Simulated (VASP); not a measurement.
Set up this calculation in VASP 6.6.1, as the native input.

```yaml
Task: single point
Functional: LDA
Potentials_or_basis: VASP PAW LDA potentials, release 64 (Si, O)
Cutoff: 520 eV
k_mesh: 6 × 6 × 6
Occupations: gaussian, width 0.02 eV
Spin: no spin polarisation
Dipole_correction: no
Further_INCAR_settings: ALGO = Normal; EDIFF = 1e-06; NBANDS = 44
```

The structure of SiO2 lies in POSCAR:

```
SiO2
1.0
   -2.6150634384      4.7378721332      4.4366927626
    2.6150634384     -4.7378721332      4.4366927626
    2.6150634384      4.7378721332     -4.4366927626
Si O
4 8
Direct
    0.9275554424      0.8441015210      0.0834539215
    0.7393524005      0.1558984790      0.5834539215
    0.0724445576      0.1558984790      0.9165460785
    0.2606475995      0.8441015210      0.4165460785
    0.1278353228      0.8778353228      0.2500000000
    0.8721646772      0.1221646772      0.7500000000
    0.7902925021      0.5000000000      0.7902925021
    0.2097074979      0.0000000000      0.7097074979
    0.2097074979      0.5000000000      0.2097074979
    0.7902925021      0.0000000000      0.2902925021
    0.0000000000      0.0000000000      0.0000000000
    0.5000000000      0.0000000000      0.5000000000
```

The input as run:

INCAR

```
SYSTEM = SiO2
ALGO = Normal ; EDIFF = 1E-6
ENCUT = 520 ; ISIF = 2
ISMEAR = 0 ; LASPH = .TRUE.
LCHARG = .FALSE. ; LREAL = .FALSE.
LWAVE = .FALSE. ; NBANDS = 44
NELM = 100 ; PREC = Accurate
SIGMA = 0.02
```

KPOINTS

```
k-points
0
G
  6 6 6
  0 0 0
```

Potentials or basis: VASP PAW LDA potentials, release 64 (Si, O).

The run is started by

```console
$ cat potpaw_LDA.64/Si/POTCAR potpaw_LDA.64/O/POTCAR > POTCAR
$ mpirun -np 1 vasp_std > vasp.out
```

Results of the run:

```json
{
  "Pressure": "0.4 GPa",
  "Largest force": "0.056 eV/Å",
  "Band gap on the k mesh": "5.42 eV"
}
```

Wall time 13 min on 1 thread of Intel(R) Xeon(R) Platinum 8259CL CPU @ 2.50GHz (Skylake/Cascade Lake), with other jobs on the host, peak memory 0.5 GiB.
